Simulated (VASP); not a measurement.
# Os (P6_3/mmc) in VASP: notebook

The runs below take Os through electric field gradients, with PBE.

All numbers are computed with VASP 6.6.1; they aren't measurements. Logs are shortened: lines on timing, memory, paths and dates and some standing lists are left out, and cuts for length are marked.

## (1) The cell of the first run

It takes space group P6_3/mmc (No. 194, hexagonal). The conventional cell has a = 2.734 Å, b = 2.734 Å, c = 4.320 Å, α = 90.00°, β = 90.00°, γ = 120.00°. Os (site symmetry -6m2) has 12 Os at 2.68 to 2.73 Å within 3.5 Å.

## (2) Electric field gradients, PBE

The input, INCAR:

```
SYSTEM = Os
  ALGO = Normal
  EDIFF = 1E-8
  ENCUT = 520
  GGA = PE
  ISIF = 2
  ISMEAR = -1
  LASPH = .True.
  LCHARG = .False.
  LEFG = .True.
  LREAL = .False.
  LWAVE = .False.
  NBANDS = 15
  NELM = 60
  PREC = Accurate
  SIGMA = 0.08
```

The input, KPOINTS:

```
k-points
0
Gamma
  17 17 10
  0 0 0
```

The input, POSCAR:

```
Os
1.0
    2.7340999755      0.0000000000      0.0000000000
   -1.3670499878      2.3678000353      0.0000000000
    0.0000000000      0.0000000000      4.3197000000
Os
2
Direct
    0.3333333333      0.6666666667      0.2500000000
    0.6666666667      0.3333333333      0.7500000000
```

Potentials or basis: VASP PAW PBE potentials, release 64 (Os).

Launch:

```console
cat potpaw_PBE.64/Os/POTCAR > POTCAR
mpirun -np 1 vasp_std > vasp.out
```

OUTCAR:

```text
SYSTEM = Os
   EDIFF = 1E-8
   ENCUT = 520
   GGA = PE
   ISIF = 2
   ISMEAR = -1
   LASPH = .True.
   LREAL = .False.
   NELM = 60
   PREC = Accurate

 ion  position               nearest neighbor table
   1  0.333  0.667  0.250-   2 2.68   2 2.68   2 2.68   2 2.68   2 2.68   2 2.68
   2  0.667  0.333  0.750-   1 2.68   1 2.68   1 2.68   1 2.68   1 2.68   1 2.68

  LATTYP: Found a hexagonal cell.
 ALAT       =     2.7340999755
 C/A-ratio  =     1.5799349105

  Lattice vectors:

 A1 = (   2.7340999755,   0.0000000000,   0.0000000000)
 A2 = (  -1.3670499878,   2.3678000353,   0.0000000000)
 A3 = (   0.0000000000,   0.0000000000,   4.3197000000)

Analysis of symmetry for initial positions (statically):
=====================================================================
 Subroutine PRICEL returns:
 Original cell was already a primitive cell.

 Routine SETGRP: Setting up the symmetry group for a
 hexagonal supercell.

 Subroutine GETGRP returns: Found 24 space group operations
 (whereof 12 operations were pure point group operations)
 out of a pool of 24 trial point group operations.

The static configuration has the point symmetry D_3d.
 The point group associated with its full space group is D_6h.

Analysis of symmetry for dynamics (positions and initial velocities):
=====================================================================
 Subroutine PRICEL returns:
 Original cell was already a primitive cell.

 Routine SETGRP: Setting up the symmetry group for a
 hexagonal supercell.

 Subroutine GETGRP returns: Found 24 space group operations
 (whereof 12 operations were pure point group operations)
 out of a pool of 24 trial point group operations.

The dynamic configuration has the point symmetry D_3d.
 The point group associated with its full space group is D_6h.

 Subroutine INISYM returns: Found 24 space group operations
 (whereof 12 operations are pure point group operations),
 and found     1 'primitive' translations

----------------------------------------------------------------------------------------

                                     Primitive cell

  volume of cell :      27.9649

  direct lattice vectors                    reciprocal lattice vectors
     2.734099975  0.000000000  0.000000000     0.365751073  0.211166481  0.000000000
    -1.367049988  2.367800035  0.000000000     0.000000000  0.422332961  0.000000000
     0.000000000  0.000000000  4.319700000     0.000000000  0.000000000  0.231497558

  length of vectors
     2.734099975  2.734099976  4.319700000     0.422332961  0.422332961  0.231497558

  position of ions in fractional coordinates (direct lattice)
     0.333333333  0.666666667  0.250000000
     0.666666667  0.333333333  0.750000000

  ion indices of the primitive-cell ions
   primitive index   ion index
                 1           1
                 2           2

----------------------------------------------------------------------------------------

 KPOINTS: k-points

Automatic generation of k-mesh.
 Grid dimensions read from file:
 generate k-points for:   17   17   10

 Generating k-lattice:

  Cartesian coordinates                     Fractional coordinates (reciprocal lattice)
     0.021514769  0.012421558  0.000000000     0.058823529  0.000000000  0.000000000
     0.000000000  0.024843115  0.000000000     0.000000000  0.058823529  0.000000000
     0.000000000  0.000000000  0.023149756     0.000000000  0.000000000  0.100000000

  Length of vectors
     0.024843115  0.024843115  0.023149756

  Shift w.r.t. Gamma in fractional coordinates (k-lattice)
     0.000000000  0.000000000  0.000000000

 Subroutine IBZKPT returns following result:
 ===========================================

 Found    198 irreducible k-points:

 Following reciprocal coordinates:
            Coordinates               Weight
  0.000000  0.000000  0.000000      1.000000
  0.058824 -0.000000  0.000000      6.000000
  0.117647 -0.000000  0.000000      6.000000
  0.176471  0.000000  0.000000      6.000000
  0.235294 -0.000000  0.000000      6.000000
  0.294118 -0.000000  0.000000      6.000000
[... 16 lines left out ...]
  0.411765  0.117647  0.000000     12.000000
  0.176471  0.176471  0.000000      6.000000
 [... further k-points ...]
   k-points           NKPTS =    198   k-points in BZ     NKDIM =    198   number of bands    NBANDS=     15
   number of dos      NEDOS =    301   number of ions     NIONS =      2
   total plane-waves  NPLWV =  12800
   dimension x,y,z NGX =    20 NGY =   20 NGZ =   32
   dimension x,y,z NGXF=    40 NGYF=   40 NGZF=   64
   ions per type =               2
   NGX,Y,Z   is equivalent  to a cutoff of  12.16, 12.16, 12.32 a.u.
   NGXF,Y,Z  is equivalent  to a cutoff of  24.32, 24.32, 24.63 a.u.
 SYSTEM =  Os
   PREC   = accura    normal or accurate (medium, high low for compatibility)
   ISTART =      0    job   : 0-new  1-cont  2-samecut
   ICHARG =      2    charge: 1-file 2-atom 10-const
   ISPIN  =      1    spin polarized calculation?
   LNONCOLLINEAR =      F non collinear calculations
   LSORBIT =      F    spin-orbit coupling
   LASPH  =      T    aspherical Exc in radial PAW
   ENCUT  =  520.0 eV  38.22 Ry    6.18 a.u.   5.08  5.08  8.03*2*pi/ulx,y,z
   NELM   =     60;   NELMIN=  2; NELMDL= -5     # of ELM steps
   EDIFF  = 0.1E-07   stopping-criterion for ELM
   LREAL  =      F    real-space projection
   EDIFFG = 0.1E-06   stopping-criterion for IOM
   NSW    =      0    number of steps for IOM
   IBRION =     -1    ionic relax: 0-MD 1-quasi-New 2-CG
   NFREE  =      0    steps in history (QN), initial steepest desc. (CG)
   ISIF   =      2    stress and relaxation
   ISYM   =      2    0-nonsym 1-usesym 2-fastsym
   POTIM  = 0.5000    time-step for ionic-motion
   TEBEG  =    0.0;   TEEND  =   0.0 temperature during run
   PSTRESS=    0.0 pullay stress
   NELECT =      16.0000    total number of electrons
   NUPDOWN=      -1.0000    fix difference up-down
   EMIN   =  10.00;   EMAX   =-10.00  energy-range for DOS
   EFERMI =   0.00;   METHOD = LEGACY
   ISMEAR =    -1;   SIGMA  =   0.08  broadening in eV -4-tet -1-fermi 0-gaus
   EFERMI_NEDOS =   21; number of points for ismear=-14 and -15
   IALGO  =     38    algorithm
   IMIX   =      4    mixing-type and parameters
     AMIX     =   0.40;   BMIX     =  1.00
     AMIX_MAG =   1.60;   BMIX_MAG =  1.00
  volume/ion in A,a.u.               =      13.98        94.36
  Fermi-wavevector in a.u.,A,eV,Ry     =   1.359076  2.568282 25.131162  1.847088
  Thomas-Fermi vector in A             =   2.485855
   LORBIT       =      0    0 simple, 1 ext, 2 COOP (PROOUT), +10 PAW based schemes
   GGA     = PE    functional components
   LHFCALC =     F    Hartree Fock is set to
   AEXX    =    0.0000 exact exchange contribution
   IVDW    =     0    specifies the selected vdW correction
   LEPSILON=     F    determine dielectric tensor
   LRPA    =     F    only Hartree local field effects (RPA)
 non-spin polarized calculation
  energy-cutoff  :      520.00
  volume of cell :       27.96
 maximum number of plane-waves:       772
   NGX = 11   NGY = 11   NGZ = 17

 number of electron      15.9999999 magnetization

 Free energy of the ion-electron system (eV)
  ---------------------------------------------------
  ext. energy  EPLUGINS =         0.00000000
  ---------------------------------------------------
  free energy    TOTEN  =       -22.49433817 eV

  energy without entropy =      -22.46727330  energy(sigma->0) =      -22.48080574

 E-fermi :   9.5137     XC(G=0): -14.0614

 val. band max:        9.5017371701   @ k =   0.0000   0.0000   0.0000
 cond. band min:       9.5198359571   @ k =   0.1765   0.0588   0.3000
 fundamental gap:      0.0180987870
 Fermi energy:         9.5136819207

 k-point     1 :       0.0000    0.0000    0.0000
  band No.  band energies     occupation
      1      -1.4731      2.00000
      2       1.6748      2.00000
      3       6.4128      2.00000
      4       6.4128      2.00000
      5       6.6704      2.00000
      6       7.2548      2.00000
      7       7.2548      2.00000
      8       7.9110      2.00000
      9       7.9110      2.00000
     10       9.5017      1.07452
     11      11.1627      0.00000
     12      11.1627      0.00000
     13      18.5538      0.00000
     14      23.5085      0.00000
     15      26.2288      0.00000

 k-point     2 :       0.0588   -0.0000    0.0000
  band No.  band energies     occupation
      1      -1.3324      2.00000
      2       1.8003      2.00000
      3       6.1024      2.00000
      4       6.5366      2.00000
      5       6.9417      2.00000
      6       7.1704      2.00000
      7       7.3705      2.00000
      8       7.7395      2.00000
      9       7.8099      2.00000
     10       8.8475      1.99952
     11      11.2333      0.00000
     12      12.0253      0.00000
     13      18.5436      0.00000
     14      23.8011      0.00000
     15      26.4135      0.00000

 k-point     3 :       0.1176   -0.0000    0.0000
  band No.  band energies     occupation
      1      -0.9235      2.00000
      2       2.1482      2.00000
      3       5.6527      2.00000
      4       6.9027      2.00000
      5       6.9143      2.00000
      6       7.0511      2.00000
      7       7.3657      2.00000
      8       7.5455      2.00000
      9       7.7111      2.00000
     10       8.2053      2.00000
     11      11.4093      0.00000
     12      13.4760      0.00000
     13      18.4894      0.00000
     14      24.5842      0.00000
     15      26.8838      0.00000
[... 343 lines left out ...]
 k-point    23 :       0.4118    0.1176    0.0000
  band No.  band energies     occupation
      1       2.6826      2.00000
      2       2.8192      2.00000
      3       3.0393      2.00000
      4       5.8387      2.00000
      5       6.0509      2.00000
      6       6.7890      2.00000
      7       7.6372      2.00000
      8      11.2967      0.00000
      9      11.5793      0.00000
     10      11.9646      0.00000
     11      13.8718      0.00000
     12      15.7509      0.00000
     13      19.1815      0.00000
     14      19.6061      0.00000
     15      22.0481      0.00000

 k-point    24 :       0.1765    0.1765    0.0000
  band No.  band energies     occupation
      1       1.6353      2.00000
      2       3.6946      2.00000
      3       4.2897      2.00000
      4       4.2965      2.00000
      5       6.0418      2.00000
      6       6.5229      2.00000
      7       7.5568      2.00000
      8       8.6271      1.99997
      9       9.7487      0.10070
     10      10.6727      0.00000
     11      11.7552      0.00000
     12      18.0426      0.00000
     13      18.7055      0.00000
     14      22.3324      0.00000
     15      22.8378      0.00000

 [... further k-points ...]

------------------------ aborting loop because EDIFF is reached ----------------------------------------

  FORCE on cell =-STRESS in cart. coord.  units (eV):
  Direction    XX          YY          ZZ          XY          YZ          ZX
  --------------------------------------------------------------------------------------
  -------------------------------------------------------------------------------------
  Total        1.5498941      1.5498941      1.5010538     -0.0000000      0.0000000      0.0000000
  in kB       88.7972713     88.7972713     85.9990893     -0.0000000      0.0000000      0.0000000
  external PRESSURE =      87.8645440 kB  Pullay stress =       0.0000000 kB

 VOLUME and BASIS-vectors are now :
 -----------------------------------------------------------------------------
  energy-cutoff  :      520.00
  volume of cell :       27.96
      direct lattice vectors                 reciprocal lattice vectors
     2.734099975  0.000000000  0.000000000     0.365751073  0.211166481  0.000000000
    -1.367049988  2.367800035  0.000000000     0.000000000  0.422332961  0.000000000
     0.000000000  0.000000000  4.319700000     0.000000000  0.000000000  0.231497558

 POSITION                                       TOTAL-FORCE (eV/Angst)
 -----------------------------------------------------------------------------------
     -0.00000      1.57853      1.07993        -0.000000      0.000000      0.000000
      1.36705      0.78927      3.23977         0.000000      0.000000      0.000000
 -----------------------------------------------------------------------------------
    total drift:                               -0.000000      0.000000     -0.000000

  FREE ENERGIE OF THE ION-ELECTRON SYSTEM (eV)
  ---------------------------------------------------
  free  energy   TOTEN  =       -22.4943381706 eV

  energy  without entropy=      -22.4672732998  energy(sigma->0) =      -22.48080574

 Electric field gradients (V/A^2)
---------------------------------------------------------------------
 ion       V_xx      V_yy      V_zz      V_xy      V_xz      V_yz
---------------------------------------------------------------------
   1      39.707    39.707   -79.414    -0.000     0.000    -0.000
   2      39.707    39.707   -79.414    -0.000    -0.000     0.000
---------------------------------------------------------------------

 Electric field gradients after diagonalization (V/A^2)
 (convention: |V_zz| > |V_xx| > |V_yy|)
----------------------------------------------------------------------
 ion       V_xx      V_yy      V_zz     asymmetry (V_yy - V_xx)/ V_zz
----------------------------------------------------------------------
   1      39.707    39.707   -79.414       0.000
   2      39.707    39.707   -79.414       0.000
----------------------------------------------------------------------

           NMR quadrupolar parameters

 Cq : quadrupolar parameter    Cq=e*Q*V_zz/h
 eta: asymmetry parameters     (V_yy - V_xx)/ V_zz
 Q  : nuclear electric quadrupole moment in mb (millibarn)
----------------------------------------------------------------------
 ion       Cq(MHz)       eta       Q (mb)
----------------------------------------------------------------------
   1      -0.192       0.000       1.000
   2      -0.192       0.000       1.000
----------------------------------------------------------------------
```

Run time: 2 min. Hardware: 1 thread of Intel Xeon 8259CL, shared host; peak memory 0.19 GiB.

Results:

| Item | Value |
| --- | --- |
| Free energy | -22.4943 eV |
| Pressure | 8.8 GPa |
| Band gap on the k mesh | zero (bands 8 and 9 overlap by 3.92 eV) |
| Largest electric field gradient by atom | Os -79.4 V/Å² |

Stress tensor (GPa, compression positive):
```
8.88 0.00 0.00
0.00 8.88 0.00
0.00 0.00 8.60
```

Electric field gradients, principal values (V/Å²):
```csv
atom,least,middle,greatest (by size)
1 Os,39.707,39.707,-79.414
2 Os,39.707,39.707,-79.414
```

Caveat: the cell stands under pressure; without QUAD_EFG the Cq values of the log hold for a quadrupole moment of 1 mb, not for the nuclei; spin-orbit coupling is left out, which moves the levels of the heavy elements.

## (3) Electric field gradients, PBE (14.40 Å³/atom)

This run uses another cell than the first one, of 14.40 Å³/atom.

The input, INCAR:

```
SYSTEM = Os
ALGO     = Normal         ! electronic algorithm
EDIFF    = 1E-8           ! SCF threshold, eV
ENCUT    = 520            ! plane-wave cutoff, eV
GGA      = PE             ! functional
ISIF     = 2              ! what is computed and relaxed
ISMEAR   = -1             ! smearing method
LASPH    = .True.         ! aspherical terms in the spheres
LCHARG   = .False.        ! write CHGCAR
LEFG     = .True.       
LREAL    = .False.        ! projectors in reciprocal space
LWAVE    = .False.        ! write WAVECAR
NBANDS   = 15             ! bands
NELM     = 80             ! most SCF steps
PREC     = Accurate       ! precision mode
SIGMA    = 0.08           ! smearing width, eV
```

KPOINTS is that of step 2.

The input, POSCAR:

```
Os
1.0
    2.7611720329      0.0000000000      0.0000000000
   -1.3805860165      2.3912451248      0.0000000000
    0.0000000000      0.0000000000      4.3624720886
Os
2
Direct
    0.3333333333      0.6666666667      0.2500000000
    0.6666666667      0.3333333333      0.7500000000
```

Potentials or basis: VASP PAW PBE potentials, release 64 (Os).

Launch:

```console
cat potpaw_PBE.64/Os/POTCAR > POTCAR
mpirun -np 1 vasp_std > vasp.out
```

OUTCAR:

```text
SYSTEM = Os
   EDIFF = 1E-8
   ENCUT = 520
   GGA = PE
   ISIF = 2
   ISMEAR = -1
   LASPH = .True.
   LREAL = .False.
   NELM = 80
   PREC = Accurate

 ion  position               nearest neighbor table
   1  0.333  0.667  0.250-   2 2.70   2 2.70   2 2.70   2 2.70   2 2.70   2 2.70
   2  0.667  0.333  0.750-   1 2.70   1 2.70   1 2.70   1 2.70   1 2.70   1 2.70

  LATTYP: Found a hexagonal cell.
 ALAT       =     2.7611720329
 C/A-ratio  =     1.5799349105

  Lattice vectors:

 A1 = (   2.7611720329,   0.0000000000,   0.0000000000)
 A2 = (  -1.3805860165,   2.3912451248,   0.0000000000)
[... 647 lines left out ...]
  free  energy   TOTEN  =       -22.5077537460 eV

  energy  without entropy=      -22.4794147364  energy(sigma->0) =      -22.49358424

 Electric field gradients (V/A^2)
---------------------------------------------------------------------
 ion       V_xx      V_yy      V_zz      V_xy      V_xz      V_yz
---------------------------------------------------------------------
   1      37.634    37.634   -75.269     0.000     0.000    -0.000
   2      37.634    37.634   -75.269     0.000    -0.000     0.000
---------------------------------------------------------------------

 Electric field gradients after diagonalization (V/A^2)
 (convention: |V_zz| > |V_xx| > |V_yy|)
----------------------------------------------------------------------
 ion       V_xx      V_yy      V_zz     asymmetry (V_yy - V_xx)/ V_zz
----------------------------------------------------------------------
   1      37.634    37.634   -75.269       0.000
   2      37.634    37.634   -75.269       0.000
----------------------------------------------------------------------

           NMR quadrupolar parameters

 Cq : quadrupolar parameter    Cq=e*Q*V_zz/h
 eta: asymmetry parameters     (V_yy - V_xx)/ V_zz
 Q  : nuclear electric quadrupole moment in mb (millibarn)
----------------------------------------------------------------------
 ion       Cq(MHz)       eta       Q (mb)
----------------------------------------------------------------------
   1      -0.182       0.000       1.000
   2      -0.182       0.000       1.000
----------------------------------------------------------------------
```

stdout:

```text
POSCAR found type information on POSCAR Os
 POSCAR found :  1 types and       2 ions
 scaLAPACK will be used
 LDA part: xc-table for (Slater+PW92), standard interpolation
 POSCAR, INCAR and KPOINTS ok, starting setup
 FFT: planning ... GRIDC
 FFT: planning ... GRID_SOFT
 FFT: planning ... GRID
 WAVECAR not read
 entering main loop
ion   1

ion   2
```

It took 2.2 min on 1 thread of Intel Xeon 8259CL, shared host; peak memory 0.21 GiB.

What came out:

```
Free energy                             : -22.5078 eV
Pressure                                : -3.6 GPa
Band gap on the k mesh                  : zero (bands 8 and 9 overlap by 3.74 eV)
Largest electric field gradient by atom : Os -75.3 V/Å²
```

Levels at points of the mesh, in eV from the Fermi level:
```
           k point  band 5  band 6  band 7  band 8  band 9  band 10  band 11  band 12
(0.00, 0.00, 0.00)   -2.72   -2.16   -2.16   -1.53   -1.53    -0.01     1.58     1.58
(0.00, 0.00, 0.50)   -3.15   -3.15   -3.15   -3.15    0.81     0.81     0.81     0.81
```

Electric field gradients, principal values (V/Å²):
```
atom   least  middle  greatest (by size)
1 Os  37.634  37.634             -75.269
2 Os  37.634  37.634             -75.269
```

Caveat: the cell stands under tension; without QUAD_EFG the Cq values of the log hold for a quadrupole moment of 1 mb, not for the nuclei; spin-orbit coupling is left out, which moves the levels of the heavy elements.

(Part 1 of 2 ends here.)
